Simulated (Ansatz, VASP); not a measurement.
**ZnO in VASP and in Ansatz**

Contents of INCAR:

```
SYSTEM = ZnO
PREC = Accurate
ENCUT = 520
EDIFF = 1E-7
ISMEAR = -1
SIGMA = 0.02
LREAL = .False.
LASPH = .True.
NELM = 60
ALGO = Normal
ISIF = 2
LWAVE = .False.
LCHARG = .False.
GGA = PE
NBANDS = 16
```

The input KPOINTS:

```
regular mesh
0
Gamma
  8 8 8
  0 0 0
```

Contents of POSCAR:

```
ZnO
1.0
    2.6607897272      0.0000000000      0.0000000000
    0.0000000000      2.6607897272      0.0000000000
    0.0000000000      0.0000000000      2.6607897272
Zn O
1 1
Direct
    0.0000000000      0.0000000000      0.0000000000
    0.5000000000      0.5000000000      0.5000000000
```

Input for Ansatz:

```yaml
crystal:
  lattice:
    - [2.6607897272, 0.0, 0.0]
    - [0.0, 2.6607897272, 0.0]
    - [0.0, 0.0, 2.6607897272]
  atoms:
    - { symbol: Zn, position: [0.0, 0.0, 0.0] }
    - { symbol: O, position: [0.5, 0.5, 0.5] }
kpoints:
  mp_grid: { grid: [8, 8, 8] }
hamiltonian:
  xc: pbe
scf:
  occupations: { method: fermi_dirac, width: 0.02 }
  n_extra_bands: 4
output:
  forces: true
  stress: true
  eigenvalues: true
```

Alike in both runs: task single point; functional PBE; k mesh 8 × 8 × 8; occupations fermi-dirac, width 0.02 eV; no spin polarisation.

|  | VASP | Ansatz |
| --- | --- | --- |
| version | VASP 6.6.1 | Ansatz 0.2.0 |
| potentials or method | VASP PAW PBE potentials, release 64 (Zn, O) | plane waves, PAW |
| plane-wave cutoff (eV) | 520 | 420 |
| valence electrons in the cell | 18 | 18 |

VASP gave:

```
pressure (GPa) : 6.1
```

Problem. What did Ansatz give for the same quantities?

Solution. Pressure (GPa): 5.2.

The functional is the same, so the differences come from potentials, cutoffs and numerics.
